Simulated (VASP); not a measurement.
# C (Fdd2) in VASP: further runs

The runs below take C through single point, with PBE.

Program: VASP 6.6.1. These are calculated values, not measurements. Logs are shortened: lines on timing, memory, paths and dates and some standing lists are left out, and cuts for length are marked.

## Step 1: The cell of the first run

It takes space group Fdd2 (No. 43, orthorhombic). Conventional cell: a = 5.085 Å, b = 9.912 Å, c = 3.275 Å, α = 90.00°, β = 90.00°, γ = 90.00°. Within 2.0 Å of C (site symmetry 2) lie 4 C at 1.50 to 1.52 Å. Within 2.0 Å of C (site symmetry 1) lie 4 C at 1.50 to 1.54 Å.

The cell was built from a structure type or drawn by symmetry, and may not be a known phase.

## Step 2: Single point, PBE

The input, INCAR:

```
PREC = Accurate
ENCUT = 520
EDIFF = 1E-6
ISMEAR = 0
SIGMA = 0.1
LREAL = False
LASPH = True
NELM = 60
ALGO = Normal
ISIF = 2
LWAVE = False
LCHARG = True
GGA = PE
LELF = True
LVHAR = True
NBANDS = 21
```

The input, KPOINTS:

```
regular mesh
0
Gamma
  6 6 6
```

The input, POSCAR:

```
C
1.0
    0.0000000000      4.9558379500      1.6377032800
    2.5424914600      0.0000000000      1.6377032800
    2.5424914600      4.9558379500      0.0000000000
C
6
Direct
    0.2431710100      0.2431710100      0.2568289900
    0.9931710100      0.9931710100      0.0068289900
    0.9870180000      0.5116720200      0.2334170000
    0.5116720200      0.9870180000      0.2678929800
    0.9821070200      0.0165830000      0.7383279800
    0.0165830000      0.9821070200      0.2629820000
```

Potentials or basis: VASP PAW PBE potentials, release 64 (C).

Command:

```
> cat potpaw_PBE.64/C/POTCAR > POTCAR
> mpirun -np 1 vasp_std > vasp.out
```

OUTCAR:

```text
PREC = Accurate
   ENCUT = 520
   EDIFF = 1E-6
   ISMEAR = 0
   LREAL = False
   LASPH = True
   NELM = 60
   ISIF = 2
   GGA = PE

 ion  position               nearest neighbor table
   1  0.243  0.243  0.257-   5 1.50   6 1.50   3 1.52   4 1.52
   2  0.993  0.993  0.007-   3 1.50   4 1.50   5 1.52   6 1.52
   3  0.987  0.512  0.233-   2 1.50   1 1.52   6 1.54   6 1.54
   4  0.512  0.987  0.268-   2 1.50   1 1.52   5 1.54   5 1.54
   5  0.982  0.017  0.738-   1 1.50   2 1.52   4 1.54   4 1.54
   6  0.017  0.982  0.263-   1 1.50   2 1.52   3 1.54   3 1.54

  LATTYP: Found a face centered orthorhombic cell.
 ALAT       =     3.2754065600
 B/A-ratio  =     1.5524738156
 C/A-ratio  =     3.0260902634

  Lattice vectors:

 A1 = (   2.5424914600,   4.9558379500,   0.0000000000)
 A2 = (   0.0000000000,   4.9558379500,   1.6377032800)
 A3 = (   2.5424914600,   0.0000000000,   1.6377032800)

Analysis of symmetry for initial positions (statically):
=====================================================================
 Subroutine PRICEL returns:
 Original cell was already a primitive cell.

 Routine SETGRP: Setting up the symmetry group for a
 face centered orthorhombic supercell.

 Subroutine GETGRP returns: Found  4 space group operations
 (whereof  2 operations were pure point group operations)
 out of a pool of  8 trial point group operations.

The static configuration has the point symmetry C_2 .
 The point group associated with its full space group is C_2v.

Analysis of symmetry for dynamics (positions and initial velocities):
=====================================================================
 Subroutine PRICEL returns:
 Original cell was already a primitive cell.

 Routine SETGRP: Setting up the symmetry group for a
 face centered orthorhombic supercell.

 Subroutine GETGRP returns: Found  4 space group operations
 (whereof  2 operations were pure point group operations)
 out of a pool of  8 trial point group operations.

The dynamic configuration has the point symmetry C_2 .
 The point group associated with its full space group is C_2v.

 Subroutine INISYM returns: Found  4 space group operations
 (whereof  2 operations are pure point group operations),
 and found     1 'primitive' translations

----------------------------------------------------------------------------------------

                                     Primitive cell

  volume of cell :      41.2707

  direct lattice vectors                    reciprocal lattice vectors
     0.000000000  4.955837950  1.637703280    -0.196657494  0.100891112  0.305305611
     2.542491460  0.000000000  1.637703280     0.196657494 -0.100891112  0.305305611
     2.542491460  4.955837950  0.000000000     0.196657494  0.100891112 -0.305305611

  length of vectors
     5.219425430  3.024290802  5.569972407     0.376914715  0.376914715  0.376914715

  position of ions in fractional coordinates (direct lattice)
     0.243171010  0.243171010  0.256828990
     0.993171010  0.993171010  0.006828990
     0.987018000  0.511672020  0.233417000
     0.511672020  0.987018000  0.267892980
     0.982107020  0.016583000  0.738327980
     0.016583000  0.982107020  0.262982000

  ion indices of the primitive-cell ions
   primitive index   ion index
                 1           1
                 2           2
                 3           3
                 4           4
                 5           5
                 6           6

----------------------------------------------------------------------------------------

 KPOINTS: regular mesh

Automatic generation of k-mesh.
 Grid dimensions read from file:
 generate k-points for:    6    6    6

 Generating k-lattice:

  Cartesian coordinates                     Fractional coordinates (reciprocal lattice)
    -0.032776249  0.016815185  0.050884268     0.166666667  0.000000000 -0.000000000
     0.032776249 -0.016815185  0.050884268     0.000000000  0.166666667  0.000000000
     0.032776249  0.016815185 -0.050884268    -0.000000000  0.000000000  0.166666667

  Length of vectors
     0.062819119  0.062819119  0.062819119

  Shift w.r.t. Gamma in fractional coordinates (k-lattice)
     0.000000000  0.000000000  0.000000000

 Subroutine IBZKPT returns following result:
 ===========================================

 Found     46 irreducible k-points:

 Following reciprocal coordinates:
            Coordinates               Weight
  0.000000  0.000000  0.000000      1.000000
  0.166667 -0.000000 -0.000000      8.000000
  0.333333  0.000000  0.000000      8.000000
  0.500000 -0.000000 -0.000000      4.000000
  0.166667  0.166667  0.000000      2.000000
  0.333333  0.166667 -0.000000      8.000000
[... 16 lines left out ...]
 -0.166667  0.166667  0.166667      8.000000
  0.500000  0.333333  0.166667      4.000000
 [... further k-points ...]
   k-points           NKPTS =     46   k-points in BZ     NKDIM =     46   number of bands    NBANDS=     21
[... 99 lines left out ...]
      2     -10.4377      2.00000
      3      -8.5404      2.00000
      4      -5.6606      2.00000
      5      -2.2955      2.00000
      6      -1.2355      2.00000
[... 13 lines left out ...]
     20      18.1884      0.00000
     21      20.9884      0.00000

 k-point     4 :       0.5000   -0.0000   -0.0000
  band No.  band energies     occupation
      1     -12.1405      2.00000
      2     -10.3099      2.00000
      3      -8.8136      2.00000
      4      -5.9678      2.00000
      5      -2.7380      2.00000
      6      -1.2594      2.00000
[... 13 lines left out ...]
     20      17.9143      0.00000
     21      20.2320      0.00000

 k-point     5 :       0.1667    0.1667    0.0000
  band No.  band energies     occupation
      1     -13.1782      2.00000
      2     -10.0725      2.00000
      3      -8.9843      2.00000
      4      -5.1540      2.00000
      5      -2.1217      2.00000
      6      -0.3257      2.00000
[... 13 lines left out ...]
     20      18.8140      0.00000
     21      21.2385      0.00000

 k-point     6 :       0.3333    0.1667   -0.0000
  band No.  band energies     occupation
      1     -12.3285      2.00000
      2      -9.7992      2.00000
      3      -8.9708      2.00000
      4      -6.1378      2.00000
      5      -2.2638      2.00000
      6      -1.7345      2.00000
[... 13 lines left out ...]
     20      19.8278      0.00000
     21      21.0424      0.00000

 k-point     7 :       0.5000    0.1667   -0.0000
  band No.  band energies     occupation
      1     -11.9122      2.00000
      2     -10.3891      2.00000
      3      -8.6494      2.00000
      4      -6.3522      2.00000
      5      -2.5929      2.00000
      6      -1.2154      2.00000
[... 13 lines left out ...]
     20      18.2156      0.00000
     21      19.5617      0.00000
[... 291 lines left out ...]
      1     -13.0708      2.00000
      2     -10.6907      2.00000
      3      -8.2852      2.00000
      4      -5.2753      2.00000
      5      -2.1824      2.00000
      6      -0.6066      2.00000
[... 13 lines left out ...]
     20      18.1179      0.00000
     21      21.1428      0.00000

 k-point    21 :       0.5000    0.1667    0.1667
  band No.  band energies     occupation
      1     -12.1645      2.00000
      2     -10.5393      2.00000
      3      -8.1970      2.00000
      4      -6.2121      2.00000
      5      -2.6365      2.00000
      6      -1.4263      2.00000
[... 13 lines left out ...]
     20      18.8552      0.00000
     21      20.4962      0.00000

 k-point    22 :      -0.3333    0.1667    0.1667
  band No.  band energies     occupation
      1     -12.0156      2.00000
      2     -10.1422      2.00000
      3      -8.7801      2.00000
      4      -6.2276      2.00000
      5      -2.7359      2.00000
      6      -1.9716      2.00000
[... 13 lines left out ...]
     20      17.9820      0.00000
     21      19.9218      0.00000

 k-point    23 :      -0.1667    0.1667    0.1667
  band No.  band energies     occupation
      1     -12.8833      2.00000
      2     -10.0190      2.00000
      3      -8.9144      2.00000
      4      -5.6237      2.00000
      5      -3.0327      2.00000
      6      -0.7628      2.00000
[... 13 lines left out ...]
     20      18.0149      0.00000
     21      20.6182      0.00000

 k-point    24 :       0.5000    0.3333    0.1667
  band No.  band energies     occupation
      1     -11.5369      2.00000
      2     -10.0452      2.00000
      3      -8.5679      2.00000
      4      -7.1929      2.00000
      5      -2.2765      2.00000
      6      -1.4748      2.00000
[... 13 lines left out ...]
     20      19.6219      0.00000
     21      20.5417      0.00000

 [... further k-points ...]

------------------------ aborting loop because EDIFF is reached ----------------------------------------

  FORCE on cell =-STRESS in cart. coord.  units (eV):
  Direction    XX          YY          ZZ          XY          YZ          ZX
  --------------------------------------------------------------------------------------
  -------------------------------------------------------------------------------------
  Total        9.6720686     -0.5280887      4.9008000      0.0000000      0.0000000      0.0000000
  in kB      375.4811474    -20.5010279    190.2548551      0.0000000      0.0000000      0.0000000
  external PRESSURE =     181.7449915 kB  Pullay stress =       0.0000000 kB

 VOLUME and BASIS-vectors are now :
 -----------------------------------------------------------------------------
  energy-cutoff  :      520.00
  volume of cell :       41.27
      direct lattice vectors                 reciprocal lattice vectors
     0.000000000  4.955837950  1.637703280    -0.196657494  0.100891112  0.305305611
     2.542491460  0.000000000  1.637703280     0.196657494 -0.100891112  0.305305611
     2.542491460  4.955837950  0.000000000     0.196657494  0.100891112 -0.305305611

 POSITION                                       TOTAL-FORCE (eV/Angst)
 -----------------------------------------------------------------------------------
      1.27125      2.47792      0.79648         0.000000      0.000000     -1.471658
      2.54249      4.95584      3.25304         0.000000     -0.000000     -1.471658
      1.89438      6.04828      2.45441         2.809137      0.652581      0.735829
      3.19060      3.86340      2.45441        -2.809137     -0.652581      0.735829
      1.91935      8.52620      1.63556        -2.809137      0.652581      0.735829
      3.16563      1.38548      1.63556         2.809137     -0.652581      0.735829
 -----------------------------------------------------------------------------------
    total drift:                                0.000005     -0.000002      0.000341

  FREE ENERGIE OF THE ION-ELECTRON SYSTEM (eV)
  ---------------------------------------------------
  free  energy   TOTEN  =       -41.0589238345 eV

  energy  without entropy=      -41.0576002293  energy(sigma->0) =      -41.05826203
```

Wall time 61 s (1 thread of Intel Xeon 8259CL, shared host); peak memory 0.18 GiB.

What came out:

| Quantity | Value |
| --- | --- |
| Free energy | -41.0589 eV |
| Pressure | 18.2 GPa |
| Largest force | 2.976 eV/Å |
| Band gap on the k mesh | 0.11 eV (least direct gap 1.44 eV) |

Forces in eV/Å, atoms in the order of the input:
```
C    0.000  0.000 -1.472
C    0.000  0.000 -1.472
C    2.809  0.653  0.736
C   -2.809 -0.653  0.736
C   -2.809  0.653  0.736
C    2.809 -0.653  0.736
```

Caveat: the cell stands under pressure; forces of over 1 eV/Å act on the atoms, so gaps and moduli don't describe the material at rest. A k mesh can miss the band edges.

## Step 3: Single point, PBE

This run uses another cell than the first one, of 7.51 Å³/atom.

The input, INCAR:

```
SYSTEM = C
PREC     = Accurate       ! precision mode
ENCUT    = 520            ! plane-wave cutoff, eV
EDIFF    = 1E-7           ! SCF threshold, eV
ISMEAR   = 0              ! smearing method
SIGMA    = 0.1            ! smearing width, eV
LREAL    = .FALSE.        ! projectors in reciprocal space
LASPH    = .TRUE.         ! aspherical terms in the spheres
NELM     = 100            ! most SCF steps
ALGO     = Normal         ! electronic algorithm
ISIF     = 2              ! what is computed and relaxed
LWAVE    = .FALSE.        ! write WAVECAR
LCHARG   = .FALSE.        ! write CHGCAR
GGA      = PE             ! functional
NBANDS   = 21             ! bands
```

The input, KPOINTS:

```
Automatic mesh
0
G
  6 6 6
  0 0 0
```

The input, POSCAR:

```
C
1.0
    0.0000000000      4.5493576006      2.2631403730
    2.1895767668      0.0000000000      2.2631403730
    2.1895767668      4.5493576006      0.0000000000
C
6
Direct
    0.2142547060      0.2142547060      0.2857452940
    0.9642547060      0.9642547060      0.0357452940
    0.9204356533      0.6071706707      0.3447535337
    0.6071706707      0.9204356533      0.1276401423
    1.1223598577     -0.0947535337      0.6428293293
   -0.0947535337      1.1223598577      0.3295643467
```

Potentials or basis: VASP PAW PBE potentials, release 64 (C).

Command:

```
> cat potpaw_PBE.64/C/POTCAR > POTCAR
> mpirun -np 1 vasp_std > vasp.out
```

Wall time 88 s (1 thread of Intel Xeon 8259CL, shared host); peak memory 0.18 GiB.

The run converged. Its results:

| Quantity | Value |
| --- | --- |
| Free energy | -45.0941 eV |
| Pressure | 0.5 GPa |
| Largest force | 0.026 eV/Å |
| Band gap on the k mesh | 1.78 eV |

Forces on the atoms (eV/Å):
```
C    0.000  0.000  0.026
C    0.000  0.000  0.026
C    0.012  0.011 -0.013
C   -0.012 -0.011 -0.013
C   -0.012  0.011 -0.013
C    0.012 -0.011 -0.013
```

Stress tensor (GPa, compression positive):
```
0.27 0.00 0.00
0.00 0.67 0.00
0.00 0.00 0.56
```

Levels at points of the mesh, in eV from the valence-band top:
| k point | band 9 | band 10 | band 11 | band 12 | band 13 | band 14 | band 15 | band 16 |
| --- | --- | --- | --- | --- | --- | --- | --- | --- |
| (0.00, 0.00, 0.00) | -5.31 | -2.24 | -2.20 | -1.87 | 4.27 | 5.27 | 5.94 | 7.59 |
| (0.50, 0.00, 0.00) | -3.70 | -2.79 | -1.00 | -0.62 | 3.22 | 3.81 | 5.63 | 7.47 |
| (0.50, 0.50, 0.00) | -3.89 | -3.89 | -2.01 | -2.01 | 4.79 | 4.79 | 6.96 | 6.96 |
| (0.50, 0.00, 0.50) | -3.33 | -3.33 | -2.97 | -2.97 | 4.84 | 4.84 | 6.37 | 6.37 |
| (0.00, 0.50, 0.50) | -4.24 | -4.24 | -0.30 | -0.30 | 2.68 | 2.68 | 7.06 | 7.06 |

A k mesh can miss the band edges.

## Step 4: Single point, PBE

This run uses another cell than the first one: it holds 12 atoms, not 6.

The input, INCAR:

```
SYSTEM = C
PREC = Accurate ; ENCUT = 520
EDIFF = 1E-6 ; ISMEAR = 0
SIGMA = 0.1 ; LREAL = .FALSE.
LASPH = .TRUE. ; NELM = 80
ALGO = Normal ; ISIF = 2
LWAVE = .FALSE. ; LCHARG = .FALSE.
GGA = PE ; NBANDS = 36
```

The input, KPOINTS:

```
Automatic mesh
0
G
  4 4 2
  0 0 0
```

The input, POSCAR:

```
C
1.0
    2.1890806272      0.0000000000      2.2683985357
   -2.1890806272     -4.5490052232      0.0000000000
    4.3781612543      0.0000000000     -4.5367970715
C
12
Direct
    0.2138251202      0.5000000000      0.8930874399
    0.2138251202      0.5000000000      0.3930874399
    0.9638251202      0.0000000000      0.5180874399
    0.9638251202      0.0000000000      0.0180874399
    0.6072447869      0.7348138703      0.5396044386
    0.6072447869      0.7348138703      0.0396044386
    0.9207911228      0.2651861297      0.6963776065
    0.9207911228      0.2651861297      0.1963776065
    0.9056049932      0.2348138703      0.9387845417
    0.9056049932      0.2348138703      0.4387845417
    0.1224309166      0.7651861297      0.5471975034
    0.1224309166      0.7651861297      0.0471975034
```

Command:

```
> cat potpaw_PBE.64/C/POTCAR > POTCAR
> mpirun -np 1 vasp_std > vasp.out
```

Wall time 1.8 min (1 thread of Intel Xeon 8259CL, shared host); peak memory 0.21 GiB.

Results (log left out):

| Property | Result |
| --- | --- |
| Free energy | -90.1217 eV |
| Pressure | 0.6 GPa |
| Largest force | 0.096 eV/Å |
| Band gap on the k mesh | 2.07 eV |

Forces on the atoms (eV/Å):
```
C    0.000  0.000 -0.096
C    0.000  0.000 -0.096
C    0.000  0.000 -0.096
C    0.000  0.000 -0.096
C   -0.013 -0.053  0.048
C   -0.013 -0.053  0.048
C    0.013  0.053  0.048
C    0.013  0.053  0.048
C    0.013 -0.053  0.048
C    0.013 -0.053  0.048
C   -0.013  0.053  0.048
C   -0.013  0.053  0.048
```

Stress tensor (GPa, compression positive):
```
 1.11  0.00  0.00
 0.00 -0.24  0.00
 0.00  0.00  0.95
```

Levels at points of the mesh, in eV from the valence-band top:
```csv
k point,band 22,band 23,band 24,band 25,band 26,band 27
"(0.00, 0.00, 0.00)",-1.60,-0.75,-0.36,3.47,4.06,4.48
"(0.50, 0.00, 0.00)",-1.74,-0.75,-0.36,3.47,4.06,5.05
"(0.00, 0.50, 0.00)",-2.53,-0.75,-0.36,3.47,4.06,5.06
"(0.50, 0.50, 0.00)",-0.36,-0.05,-0.05,2.95,2.95,3.47
"(0.00, 0.00, 0.50)",-1.16,-0.71,-0.71,3.37,3.37,4.49
"(0.50, 0.00, 0.50)",-1.46,-0.70,-0.70,2.39,2.39,4.84
"(0.00, 0.50, 0.50)",-1.98,-1.00,-1.00,3.50,3.50,4.33
"(0.50, 0.50, 0.50)",-0.71,0.00,0.00,2.08,2.08,4.14
```

Caveat: the k points lie up to 0.53 Å⁻¹ apart. A k mesh can miss the band edges.

## Step 5: Overview

```tsv
cell	k mesh	gap on the mesh (eV)	pressure (GPa)	largest force (eV/Å)
a = 5.219, b = 3.024, c = 5.570 Å, angles 67.4, 32.3, 80.2°, 6 atoms, atomic positions A	6 × 6 × 6	0.11	18.2	2.98
a = 5.081, b = 3.149, c = 5.049 Å, angles 72.4, 36.2, 71.3°, 6 atoms, atomic positions B	6 × 6 × 6	1.78	0.5	0.03
a = 3.152, b = 5.048, c = 6.305 Å, angles 107.5, 92.0, 107.5°, 12 atoms, atomic positions C	4 × 4 × 2	2.07	0.6	0.10
```

Alike in all rows: task single point; level PBE; potentials or basis VASP PAW PBE potentials, release 64 (C); no spin polarisation; cutoff (eV) 520; smearing gaussian 0.1 eV.

Caveats: some runs use coarse meshes; the cell stands under pressure (at least some runs); forces of over 1 eV/Å act on the atoms, so gaps and moduli don't describe the material at rest (at least some runs).

Absolute energies hang on the potentials; compare differences alone.
